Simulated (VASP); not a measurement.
# Sc (P6_3/mmc) in VASP: further runs

Runs on Sc. Level: r2SCAN. Tasks: single point.

Program: VASP 6.6.1. These are calculated values, not measurements. Logs are shortened: lines on timing, memory, paths and dates and some standing lists are left out, and cuts for length are marked.

## Step 1: The cell of the first run

It takes space group P6_3/mmc (No. 194, hexagonal). Conventional cell: a = 3.329 Å, b = 3.329 Å, c = 5.203 Å, α = 90.00°, β = 90.00°, γ = 120.00°. Sc (site symmetry -6m2) has 12 Sc at 3.23 to 3.33 Å within 4.3 Å.

## Step 2: Single point, r2SCAN

Input file POSCAR:

```
Sc
1.0
    3.3289241529      0.0000000000      0.0000000000
   -1.6644620764      2.8829328836      0.0000000000
    0.0000000000      0.0000000000      5.2034006437
Sc
2
Direct
    0.3333333333      0.6666666667      0.2500000000
    0.6666666667      0.3333333333      0.7500000000
```

Input file INCAR.step1:

```
SYSTEM = Sc
PREC = Accurate
ENCUT = 520
ISMEAR = -1
SIGMA = 0.08
LREAL = .FALSE.
LASPH = .TRUE.
NELM = 100
NBANDS = 18
GGA = PE
ALGO = Normal
EDIFF = 1E-4
LWAVE = .TRUE.
LCHARG = .FALSE.
```

Input file INCAR.step2:

```
SYSTEM = Sc
PREC = Accurate
ENCUT = 520
EDIFF = 1E-7
ISMEAR = -1
SIGMA = 0.08
LREAL = .FALSE.
LASPH = .TRUE.
NELM = 100
ALGO = Normal
ISIF = 2
LWAVE = .FALSE.
LCHARG = .TRUE.
METAGGA = R2SCAN
LMIXTAU = .TRUE.
LELF = .TRUE.
LVHAR = .TRUE.
NBANDS = 18
ISTART = 1
```

Input file KPOINTS:

```
Automatic mesh
0
G
  14 14 8
  0 0 0
```

Potentials or basis: VASP PAW PBE potentials, release 64 (Sc_sv).

Run with:

```console
cat potpaw_PBE.64/Sc_sv/POTCAR > POTCAR
cp INCAR.step1 INCAR
mpirun -np 1 vasp_std > vasp.out
cp INCAR.step2 INCAR
mpirun -np 1 vasp_std > vasp.out
```

OUTCAR:

```text
SYSTEM = Sc
   PREC = Accurate
   ENCUT = 520
   EDIFF = 1E-7
   ISMEAR = -1
   LREAL = .FALSE.
   LASPH = .TRUE.
   NELM = 100
   ISIF = 2
   METAGGA = R2SCAN
   ISTART = 1

 ion  position               nearest neighbor table
   1  0.333  0.667  0.250-   2 3.23   2 3.23   2 3.23   2 3.23   2 3.23   2 3.23
   2  0.667  0.333  0.750-   1 3.23   1 3.23   1 3.23   1 3.23   1 3.23   1 3.23

  LATTYP: Found a hexagonal cell.
 ALAT       =     3.3289241529
 C/A-ratio  =     1.5630877739

  Lattice vectors:

 A1 = (   3.3289241529,   0.0000000000,   0.0000000000)
 A2 = (  -1.6644620764,   2.8829328836,   0.0000000000)
 A3 = (   0.0000000000,   0.0000000000,   5.2034006437)

Analysis of symmetry for initial positions (statically):
=====================================================================
 Subroutine PRICEL returns:
 Original cell was already a primitive cell.

 Routine SETGRP: Setting up the symmetry group for a
 hexagonal supercell.

 Subroutine GETGRP returns: Found 24 space group operations
 (whereof 12 operations were pure point group operations)
 out of a pool of 24 trial point group operations.

The static configuration has the point symmetry D_3d.
 The point group associated with its full space group is D_6h.

Analysis of symmetry for dynamics (positions and initial velocities):
=====================================================================
 Subroutine PRICEL returns:
 Original cell was already a primitive cell.

 Routine SETGRP: Setting up the symmetry group for a
 hexagonal supercell.

 Subroutine GETGRP returns: Found 24 space group operations
 (whereof 12 operations were pure point group operations)
 out of a pool of 24 trial point group operations.

The dynamic configuration has the point symmetry D_3d.
 The point group associated with its full space group is D_6h.

 Subroutine INISYM returns: Found 24 space group operations
 (whereof 12 operations are pure point group operations),
 and found     1 'primitive' translations

----------------------------------------------------------------------------------------

                                     Primitive cell

  volume of cell :      49.9374

  direct lattice vectors                    reciprocal lattice vectors
     3.328924153  0.000000000  0.000000000     0.300397352  0.173434492  0.000000000
    -1.664462076  2.882932884  0.000000000     0.000000000  0.346868984  0.000000000
     0.000000000  0.000000000  5.203400644     0.000000000  0.000000000  0.192182011

  length of vectors
     3.328924153  3.328924153  5.203400644     0.346868984  0.346868984  0.192182011

  position of ions in fractional coordinates (direct lattice)
     0.333333333  0.666666667  0.250000000
     0.666666667  0.333333333  0.750000000

  ion indices of the primitive-cell ions
   primitive index   ion index
                 1           1
                 2           2

----------------------------------------------------------------------------------------

 KPOINTS: Automatic mesh

Automatic generation of k-mesh.
 Grid dimensions read from file:
 generate k-points for:   14   14    8

 Generating k-lattice:

  Cartesian coordinates                     Fractional coordinates (reciprocal lattice)
     0.021456954  0.012388178  0.000000000     0.071428571  0.000000000  0.000000000
     0.000000000  0.024776356  0.000000000     0.000000000  0.071428571  0.000000000
     0.000000000  0.000000000  0.024022751     0.000000000  0.000000000  0.125000000

  Length of vectors
     0.024776356  0.024776356  0.024022751

  Shift w.r.t. Gamma in fractional coordinates (k-lattice)
     0.000000000  0.000000000  0.000000000

 Subroutine IBZKPT returns following result:
 ===========================================

 Found    120 irreducible k-points:

 Following reciprocal coordinates:
            Coordinates               Weight
  0.000000  0.000000  0.000000      1.000000
  0.071429  0.000000  0.000000      6.000000
  0.142857  0.000000  0.000000      6.000000
  0.214286 -0.000000  0.000000      6.000000
  0.285714 -0.000000  0.000000      6.000000
  0.357143  0.000000  0.000000      6.000000
[... 16 lines left out ...]
  0.285714  0.285714  0.000000      6.000000
  0.357143  0.285714  0.000000      6.000000
 [... further k-points ...]
   k-points           NKPTS =    120   k-points in BZ     NKDIM =    120   number of bands    NBANDS=     18
   number of dos      NEDOS =    301   number of ions     NIONS =      2
   total plane-waves  NPLWV =  31360
   dimension x,y,z NGX =    28 NGY =   28 NGZ =   40
   dimension x,y,z NGXF=    56 NGYF=   56 NGZF=   80
   ions per type =               2
   NGX,Y,Z   is equivalent  to a cutoff of  13.98, 13.98, 12.78 a.u.
   NGXF,Y,Z  is equivalent  to a cutoff of  27.97, 27.97, 25.56 a.u.
 SYSTEM =  Sc
   PREC   = accura    normal or accurate (medium, high low for compatibility)
   ISTART =      1    job   : 0-new  1-cont  2-samecut
   ICHARG =      0    charge: 1-file 2-atom 10-const
   ISPIN  =      1    spin polarized calculation?
   LNONCOLLINEAR =      F non collinear calculations
   LSORBIT =      F    spin-orbit coupling
   LASPH  =      T    aspherical Exc in radial PAW
   ENCUT  =  520.0 eV  38.22 Ry    6.18 a.u.   6.19  6.19  9.67*2*pi/ulx,y,z
   NELM   =    100;   NELMIN=  2; NELMDL=  0     # of ELM steps
   EDIFF  = 0.1E-06   stopping-criterion for ELM
   LREAL  =      F    real-space projection
   EDIFFG = 0.1E-05   stopping-criterion for IOM
   NSW    =      0    number of steps for IOM
   IBRION =     -1    ionic relax: 0-MD 1-quasi-New 2-CG
   NFREE  =      0    steps in history (QN), initial steepest desc. (CG)
   ISIF   =      2    stress and relaxation
   ISYM   =      2    0-nonsym 1-usesym 2-fastsym
   POTIM  = 0.5000    time-step for ionic-motion
   TEBEG  =    0.0;   TEEND  =   0.0 temperature during run
   PSTRESS=    0.0 pullay stress
   NELECT =      22.0000    total number of electrons
   NUPDOWN=      -1.0000    fix difference up-down
   EMIN   =  10.00;   EMAX   =-10.00  energy-range for DOS
   EFERMI =   0.00;   METHOD = LEGACY
   ISMEAR =    -1;   SIGMA  =   0.08  broadening in eV -4-tet -1-fermi 0-gaus
   EFERMI_NEDOS =   21; number of points for ismear=-14 and -15
   IALGO  =     38    algorithm
   IMIX   =      4    mixing-type and parameters
     AMIX     =   0.40;   BMIX     =  1.00
     AMIX_MAG =   1.60;   BMIX_MAG =  1.00
  volume/ion in A,a.u.               =      24.97       168.50
  Fermi-wavevector in a.u.,A,eV,Ry     =   1.245682  2.353997 21.112479  1.551723
  Thomas-Fermi vector in A             =   2.379893
   LORBIT       =      0    0 simple, 1 ext, 2 COOP (PROOUT), +10 PAW based schemes
   METAGGA = R2SCAN    functional components
   LHFCALC =     F    Hartree Fock is set to
   AEXX    =    0.0000 exact exchange contribution
   IVDW    =     0    specifies the selected vdW correction
   LEPSILON=     F    determine dielectric tensor
   LRPA    =     F    only Hartree local field effects (RPA)
 non-spin polarized calculation
  energy-cutoff  :      520.00
  volume of cell :       49.94
 maximum number of plane-waves:      1375
 NGX is ok and might be reduce to    28
   NGX = 13   NGY = 13   NGZ = 19

 number of electron      21.9999997 magnetization

 Free energy of the ion-electron system (eV)
  ---------------------------------------------------
  ext. energy  EPLUGINS =         0.00000000
  ---------------------------------------------------
  free energy    TOTEN  =       -22.75271252 eV

  energy without entropy =      -22.67322282  energy(sigma->0) =      -22.71296767

 E-fermi :   3.6427     XC(G=0): -10.5492

 val. band max:        3.6367010465   @ k =   0.1429   0.0714   0.1250
 cond. band min:       3.6463438355   @ k =   0.3571   0.0000   0.1250
 fundamental gap:      0.0096427890
 Fermi energy:         3.6426540270

 k-point     1 :       0.0000    0.0000    0.0000
  band No.  band energies     occupation
      1     -47.9068      2.00000
      2     -47.8374      2.00000
      3     -25.7651      2.00000
      4     -25.4143      2.00000
      5     -25.4143      2.00000
      6     -25.3501      2.00000
[... 10 lines left out ...]
     17       6.2169      0.00000
     18       6.2170      0.00000

 k-point     2 :       0.0714    0.0000    0.0000
  band No.  band energies     occupation
      1     -47.9044      2.00000
      2     -47.8366      2.00000
      3     -25.7584      2.00000
      4     -25.4272      2.00000
      5     -25.4188      2.00000
      6     -25.3636      2.00000
[... 10 lines left out ...]
     17       6.1185      0.00000
     18       6.1441      0.00000

 k-point     3 :       0.1429    0.0000    0.0000
  band No.  band energies     occupation
      1     -47.8976      2.00000
      2     -47.8344      2.00000
      3     -25.7390      2.00000
      4     -25.4634      2.00000
      5     -25.4310      2.00000
      6     -25.4010      2.00000
[... 10 lines left out ...]
     17       6.0921      0.00000
     18       6.1973      0.00000

 k-point     4 :       0.2143   -0.0000    0.0000
  band No.  band energies     occupation
      1     -47.8875      2.00000
      2     -47.8315      2.00000
      3     -25.7090      2.00000
      4     -25.5163      2.00000
      5     -25.4536      2.00000
      6     -25.4480      2.00000
[... 10 lines left out ...]
     17       6.3840      0.00000
     18       6.5254      0.00000

 k-point     5 :       0.2857   -0.0000    0.0000
  band No.  band energies     occupation
      1     -47.8757      2.00000
      2     -47.8290      2.00000
      3     -25.6717      2.00000
      4     -25.5757      2.00000
      5     -25.5102      2.00000
      6     -25.4662      2.00000
[... 10 lines left out ...]
     17       6.7503      0.00000
     18       6.9242      0.00000

 k-point     6 :       0.3571    0.0000    0.0000
  band No.  band energies     occupation
      1     -47.8640      2.00000
      2     -47.8277      2.00000
      3     -25.6318      2.00000
      4     -25.6296      2.00000
      5     -25.5597      2.00000
      6     -25.4822      2.00000
[... 10 lines left out ...]
     17       7.2133      0.00000
     18       7.3332      0.00000

 k-point     7 :       0.4286   -0.0000    0.0000
  band No.  band energies     occupation
      1     -47.8548      2.00000
      2     -47.8278      2.00000
      3     -25.6672      2.00000
      4     -25.5973      2.00000
      5     -25.5933      2.00000
      6     -25.4931      2.00000
[... 10 lines left out ...]
     17       7.6955      0.00000
     18       7.7920      0.00000

 k-point     8 :       0.5000    0.0000    0.0000
  band No.  band energies     occupation
      1     -47.8510      2.00000
      2     -47.8284      2.00000
      3     -25.6806      2.00000
      4     -25.6052      2.00000
      5     -25.5820      2.00000
      6     -25.4970      2.00000
[... 10 lines left out ...]
     17       7.8628      0.00000
     18       7.9450      0.00000
[... 229 lines left out ...]
     17       7.6898      0.00000
     18       7.8436      0.00000

 k-point    20 :       0.2143    0.2143    0.0000
  band No.  band energies     occupation
      1     -47.8607      2.00000
      2     -47.8275      2.00000
      3     -25.6204      2.00000
      4     -25.5977      2.00000
      5     -25.5825      2.00000
      6     -25.4851      2.00000
[... 10 lines left out ...]
     17       7.3360      0.00000
     18       7.7489      0.00000

 k-point    21 :       0.2857    0.2143    0.0000
  band No.  band energies     occupation
      1     -47.8512      2.00000
      2     -47.8282      2.00000
      3     -25.6295      2.00000
      4     -25.5880      2.00000
      5     -25.5833      2.00000
      6     -25.5145      2.00000
[... 10 lines left out ...]
     17       7.6359      0.00000
     18       7.7822      0.00000

 k-point    22 :       0.3571    0.2143    0.0000
  band No.  band energies     occupation
      1     -47.8444      2.00000
      2     -47.8301      2.00000
      3     -25.6475      2.00000
      4     -25.5803      2.00000
      5     -25.5538      2.00000
      6     -25.5416      2.00000
[... 10 lines left out ...]
     17       7.6889      0.00000
     18       7.7763      0.00000

 k-point    23 :       0.2857    0.2857    0.0000
  band No.  band energies     occupation
      1     -47.8432      2.00000
      2     -47.8305      2.00000
      3     -25.6339      2.00000
      4     -25.5846      2.00000
      5     -25.5484      2.00000
      6     -25.5401      2.00000
[... 10 lines left out ...]
     17       7.6883      0.00000
     18       7.7490      0.00000

 k-point    24 :       0.3571    0.2857    0.0000
  band No.  band energies     occupation
      1     -47.8387      2.00000
      2     -47.8331      2.00000
      3     -25.6354      2.00000
      4     -25.5656      2.00000
      5     -25.5654      2.00000
      6     -25.5254      2.00000
[... 10 lines left out ...]
     17       7.5763      0.00000
     18       7.7369      0.00000

 [... further k-points ...]
[... 5 lines left out ...]
  --------------------------------------------------------------------------------------
  -------------------------------------------------------------------------------------
  Total        0.0558662      0.0558662      0.0588839      0.0000000      0.0000000      0.0000000
  in kB        1.7923968      1.7923968      1.8892137      0.0000000      0.0000000      0.0000000
  external PRESSURE =       1.8246691 kB  Pullay stress =       0.0000000 kB

 VOLUME and BASIS-vectors are now :
 -----------------------------------------------------------------------------
  energy-cutoff  :      520.00
  volume of cell :       49.94
      direct lattice vectors                 reciprocal lattice vectors
     3.328924153  0.000000000  0.000000000     0.300397352  0.173434492  0.000000000
    -1.664462076  2.882932884  0.000000000     0.000000000  0.346868984  0.000000000
     0.000000000  0.000000000  5.203400644     0.000000000  0.000000000  0.192182011

 POSITION                                       TOTAL-FORCE (eV/Angst)
 -----------------------------------------------------------------------------------
     -0.00000      1.92196      1.30085        -0.000000      0.000000     -0.000000
      1.66446      0.96098      3.90255         0.000000     -0.000000      0.000000
 -----------------------------------------------------------------------------------
    total drift:                               -0.000000      0.000000     -0.000000

  FREE ENERGIE OF THE ION-ELECTRON SYSTEM (eV)
  ---------------------------------------------------
  free  energy   TOTEN  =       -22.7527125209 eV

  energy  without entropy=      -22.6732228222  energy(sigma->0) =      -22.71296767
```

Run time: 4 min. Hardware: 1 thread of Intel Xeon Platinum 8488C (Sapphire Rapids), shared host; peak memory 0.23 GiB.

Results:

| Quantity | Value |
| --- | --- |
| Free energy | -22.7527 eV |
| Pressure | 0.2 GPa |
| Band gap on the k mesh | zero (band 11 reaches 4.73 eV, above the bottom of band 12 at 3.17 eV) |

Levels at points of the mesh, in eV from the Fermi level:
| k point | band 9 | band 10 | band 11 | band 12 | band 13 | band 14 |
| --- | --- | --- | --- | --- | --- | --- |
| (0.00, 0.00, 0.00) | -5.48 | -1.68 | 0.41 | 1.80 | 1.80 | 2.05 |
| (0.50, 0.00, 0.00) | -1.70 | -1.12 | -0.66 | -0.41 | 1.39 | 1.55 |
| (0.00, 0.00, 0.50) | -3.87 | -3.87 | 1.08 | 1.08 | 1.72 | 1.72 |
| (0.50, 0.00, 0.50) | -1.51 | -1.51 | 0.04 | 0.04 | 1.30 | 1.30 |

Caveat: the PAW data sets were made with another functional, which shifts forces and pressure a little.

## Step 3: Single point, r2SCAN

POSCAR, as its differences from that of step 2:

```diff
@@ -2,3 +2,3 @@
 1.0
-    3.3289241529      0.0000000000      0.0000000000
+    3.3289241528      0.0000000000      0.0000000000
    -1.6644620764      2.8829328836      0.0000000000
```

Input file INCAR.step1:

```
SYSTEM = Sc
ALGO = Normal
EDIFF = 1E-4
ENCUT = 520
GGA = PE
ISMEAR = -1
LASPH = .True.
LCHARG = .False.
LREAL = .False.
LWAVE = .True.
NBANDS = 18
NELM = 100
PREC = Accurate
SIGMA = 0.08
```

Input file INCAR.step2:

```
SYSTEM = Sc
ALGO = Normal
EDIFF = 1E-6
ENCUT = 520
ISIF = 2
ISMEAR = -1
ISTART = 1
LASPH = .True.
LCHARG = .True.
LELF = .True.
LMIXTAU = .True.
LREAL = .False.
LVHAR = .True.
LWAVE = .False.
METAGGA = R2SCAN
NBANDS = 18
NELM = 100
PREC = Accurate
SIGMA = 0.08
```

Input file KPOINTS:

```
k-points
0
Gamma
  14 14 8
  0 0 0
```

Potentials or basis: VASP PAW PBE potentials, release 64 (Sc_sv).

Run with:

```console
cat potpaw_PBE.64/Sc_sv/POTCAR > POTCAR
cp INCAR.step1 INCAR
mpirun -np 1 vasp_std > vasp.out
cp INCAR.step2 INCAR
mpirun -np 1 vasp_std > vasp.out
```

Run time: 4.1 min. Hardware: 1 thread of Intel Xeon Platinum 8488C (Sapphire Rapids), shared host; peak memory 0.24 GiB.

Results (log left out):

- Free energy: -22.7527 eV
- Pressure: 0.2 GPa
- Band gap on the k mesh: zero (band 11 reaches 4.73 eV, above the bottom of band 12 at 3.17 eV)

Levels at points of the mesh, in eV from the Fermi level:
```csv
k point,band 7,band 8,band 9,band 10,band 11,band 12,band 13,band 14,band 15,band 16
"(0.00, 0.00, 0.00)",-28.99,-28.98,-5.48,-1.68,0.41,1.80,1.80,2.05,2.27,2.27
"(0.50, 0.00, 0.00)",-29.09,-29.03,-1.70,-1.12,-0.66,-0.41,1.39,1.55,2.03,4.01
"(0.00, 0.00, 0.50)",-29.02,-29.02,-3.87,-3.87,1.08,1.08,1.72,1.72,1.72,1.72
"(0.50, 0.00, 0.50)",-29.08,-29.08,-1.51,-1.51,0.04,0.04,1.30,1.30,2.60,2.60
```

Caveat: the PAW data sets were made with another functional, which shifts forces and pressure a little.

(Continued in part 2 of 2.)
